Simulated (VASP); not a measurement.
Crystal: In3Bi.

```
In Bi
1.0
     4.85076    0.00000    0.00000
     0.00000    4.85076    0.00000
     0.00000    0.00000    4.85076
In Bi
3 1
Direct
  0.00000 0.50000 0.50000
  0.50000 0.00000 0.50000
  0.50000 0.50000 0.00000
  0.00000 0.00000 0.00000
```

```yaml
Program: VASP 6.6.1
Task: relaxation of cell and atoms
Functional: PBEsol
Dispersion: D3(BJ)
Potentials_or_basis: VASP PAW PBE potentials, release 64 (In_d, Bi_d)
Cutoff: 600 eV
k_mesh: 5 × 5 × 5
Occupations: fermi-dirac, width 0.1 eV
Spin: no spin polarisation
```

At the start: pressure -3.4 GPa; volume 28.53 Å³/atom.

Problem. Where does the relaxation end?

Solution. Over 3 steps the energy falls by 26.4 meV/atom and the volume is 26.22 Å³/atom (-8.1 %); space group Pm-3m (No. 221, to 0.1 Å) before and after.

Step by step:
```
step  energy change (eV)  largest force (eV/Å)  pressure (GPa)  volume (Å³)
   1              0.0000                0.0000           -3.37       114.14
   2             -0.1054                0.0000            0.19       104.50
   3             -0.1056                0.0000           -0.01       104.90
```

Final structure:
```yaml
crystal:
  lattice:
    - [4.71618, 0.00000, 0.00000]
    - [0.00000, 4.71618, 0.00000]
    - [0.00000, 0.00000, 4.71618]
  atoms:
    - { symbol: In, position: [0.00000, 0.50000, 0.50000] }
    - { symbol: In, position: [0.50000, 0.00000, 0.50000] }
    - { symbol: In, position: [0.50000, 0.50000, 0.00000] }
    - { symbol: Bi, position: [0.00000, 0.00000, 0.00000] }
```

Caveat: the PAW data sets were made with another functional, which shifts forces and pressure a little.
